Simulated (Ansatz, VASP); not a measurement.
# VCo: VASP beside Ansatz

```
CELL_PARAMETERS angstrom
2.76985 0.00000 0.00000
0.00000 2.76985 0.00000
0.00000 0.00000 2.76985
ATOMIC_POSITIONS crystal
V 0.00000 0.00000 0.00000
Co 0.50000 0.50000 0.50000
```

Alike in both runs: task single point; functional LDA; k mesh 10 × 10 × 10; collinear spin.

```csv
,VASP,Ansatz
version,VASP 6.6.1,Ansatz 0.2.0
potentials or method,"VASP PAW LDA potentials, release 64 (V_sv, Co), cutoff 520 eV","plane waves, PAW"
occupations,"fermi-dirac, width 0.1 eV",fermi-dirac
valence electrons in the cell,22,30
```

Ansatz gave:

* net moment per atom (μB): 0.46
* size of the moment on the site where the two differ most (μB): 0.57

Q: What did VASP give for the same quantities?

A: net moment per atom (μB): 0.18; size of the moment on the site where the two differ most (μB): 0.22.

The net moments are unlike, so the other rows may belong to different states. LDA's correlation is that of Perdew and Zunger in VASP and of Perdew and Wang (1992) in Ansatz. Site moments also hang on the region over which each program counts them. VASP's potentials hold 22 valence electrons a cell and Ansatz's 30, so a difference there can come from the potentials and not from the codes.
